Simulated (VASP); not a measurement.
Set up this calculation in VASP 6.6.1, as the native input.

- Task: single point
- Functional: PBEsol
- Potentials or basis: VASP PAW PBE potentials, release 64 (Ca_sv)
- Cutoff: 520 eV
- k mesh: 14 × 14 × 14
- Occupations: gaussian, width 0.15 eV
- Spin: no spin polarisation
- Dipole correction: no
- Further INCAR settings: ALGO = Fast; EDIFF = 1e-06; NBANDS = 11

The structure of Ca lies in POSCAR:

```
Ca
1.0
    0.0000000000      2.7942000000      2.8361130000
    2.7942000000      0.0000000000      2.8361130000
    2.7942000000      2.7942000000      0.0000000000
Ca
1
Direct
    0.0000000000      0.0000000000      0.0000000000
```

This cell differs from its parent crystal: strain +0.000 along x and y, +0.015 along z.

The input as run:

INCAR

```
ALGO = Fast
EDIFF = 1E-6
ENCUT = 520
GGA = PS
ISIF = 2
ISMEAR = 0
LASPH = True
LCHARG = True
LELF = True
LREAL = False
LVHAR = True
LWAVE = False
NBANDS = 11
NELM = 80
PREC = Accurate
SIGMA = 0.15
```

KPOINTS

```
k-points
0
Gamma
  14 14 14
```

Potentials or basis: VASP PAW PBE potentials, release 64 (Ca_sv).

Command:

```console
$ cat potpaw_PBE.64/Ca_sv/POTCAR > POTCAR
$ mpirun -np 1 vasp_std > vasp.out
```

Results of the run:

```
Pressure               : -1.3 GPa
Band gap on the k mesh : zero (band 5 reaches 1.89 eV, above the bottom of band 6 at 1.52 eV)
```

Caveat: the cell differs from its parent crystal (strain +0.000 along x and y, +0.015 along z); the PAW data sets were made with another functional, which shifts forces and pressure a little.

Run time: 3.5 min on 1 thread of Oxide Virtual Turin-like Processor, with other jobs on the host, peak memory 0.22 GiB.
